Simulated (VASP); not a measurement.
The system is BAs.

```
B As
1.0
     0.00000    2.35172    2.35172
     2.35172    0.00000    2.35172
     2.35172    2.35172    0.00000
B As
1 1
Direct
  0.00000 0.00000 0.00000
  0.75000 0.75000 0.75000
```

This cell differs from its parent crystal: volume scaled by 0.960.

Base run:

```yaml
Program: VASP 6.6.1
Functional: PBEsol
Potentials_or_basis: VASP PAW PBE potentials, release 64 (B, As)
Cutoff: 520 eV
k_mesh: 12 × 12 × 12
Occupations: gaussian, width 0.05 eV
Spin: no spin polarisation
```

Its results: band gap on the k mesh 1.03 eV, indirect (least direct gap 3.30 eV); pressure 7.3 GPa.

Question: The run is repeated on the same cell with these changes: potentials or basis from VASP PAW PBE potentials, release 64 (B, As) to VASP PAW PBE potentials, release 64 (B, As_d); cutoff from 520 eV to 600 eV; further incar settings from ALGO = Normal; EDIFF = 1e-07; NBANDS = 11 to ALGO = Normal; EDIFF = 1e-06; NBANDS = 16; valence electrons from 8 to 18. What comes out?

Answer: Band gap on the k mesh 1.04 eV, indirect (least direct gap 3.30 eV); pressure 6.0 GPa.

Caveats: the PAW data sets were made with another functional, which shifts forces and pressure a little.

A k mesh can miss the band edges.
